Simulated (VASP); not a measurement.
Wanted: the native input for a VASP 6.6.1 run.

- Task: single point
- Functional: PBE
- Potentials or basis: VASP PAW PBE potentials, release 64 (B, P)
- Cutoff: 520 eV
- k mesh: 12 × 12 × 12
- Occupations: gaussian, width 0.05 eV
- Spin: no spin polarisation
- Dipole correction: no
- Further INCAR settings: ALGO = Normal; EDIFF = 1e-07; NBANDS = 11

The structure of BP lies in POSCAR:

```
BP
1.0
    0.0000000000      2.3382459277      2.1511862535
    2.3382459277      0.0000000000      2.1511862535
    2.3382459277      2.3382459277      0.0000000000
B P
1 1
Direct
    0.0000000000      0.0000000000      0.0000000000
    0.7500000000      0.7500000000      0.7500000000
```

This cell differs from its parent crystal: ratio of the length along z to the lengths across it x 0.92, volume and fractional coordinates fixed.

The input as run:

INCAR

```
PREC = Accurate
ENCUT = 520
EDIFF = 1E-7
ISMEAR = 0
SIGMA = 0.05
LREAL = F
LASPH = T
NELM = 80
ALGO = Normal
ISIF = 2
LWAVE = F
LCHARG = F
GGA = PE
NBANDS = 11
```

KPOINTS

```
Automatic mesh
0
Gamma
  12 12 12
```

Potentials or basis: VASP PAW PBE potentials, release 64 (B, P).

Launch:

```sh
$ cat potpaw_PBE.64/B/POTCAR potpaw_PBE.64/P/POTCAR > POTCAR
$ mpirun -np 1 vasp_std > vasp.out
```

It gave:

```json
{
  "Pressure": "-0.3 GPa",
  "Band gap on the k mesh": "0.04 eV, indirect (least direct gap 2.61 eV)"
}
```

Run time: 28 s on 1 thread of Intel(R) Xeon(R) Platinum 8259CL CPU @ 2.50GHz (Skylake/Cascade Lake) (shared host), peak memory 0.17 GiB.
